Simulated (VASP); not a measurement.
Here is a VASP 6.6.1 calculation.

INCAR

```
SYSTEM = CdS
ALGO = Normal
EDIFF = 1E-7
ENCUT = 520
GGA = PS
ISIF = 2
ISMEAR = -1
LASPH = .TRUE.
LCHARG = .FALSE.
LREAL = .FALSE.
LWAVE = .FALSE.
NBANDS = 26
NELM = 60
PREC = Accurate
SIGMA = 0.1
```

KPOINTS

```
k-points
0
G
  10 10 6
  0 0 0
```

POSCAR

```
CdS
1.0
    4.1238590911      0.0000000000      0.0000000000
   -2.0619295455      3.5713667345      0.0000000000
    0.0000000000      0.0000000000      6.7097081234
Cd S
2 2
Direct
    0.3333333333      0.6666666667     -0.0007766900
    0.6666666667      0.3333333333      0.4992233100
    0.3333333333      0.6666666667      0.3757766900
    0.6666666667      0.3333333333      0.8757766900
```

Potentials or basis: VASP PAW PBE potentials, release 64 (Cd, S).

Command:

```sh
$ cat potpaw_PBE.64/Cd/POTCAR potpaw_PBE.64/S/POTCAR > POTCAR
$ mpirun -np 1 vasp_std > vasp.out
```

(1) What does it give for the pressure?

(2) What does it give for the band gap on the k mesh?

Answers

(1) 0.4 GPa.

(2) 1.10 eV, direct.

Caveat: the PAW data sets were made with another functional, which shifts forces and pressure a little.
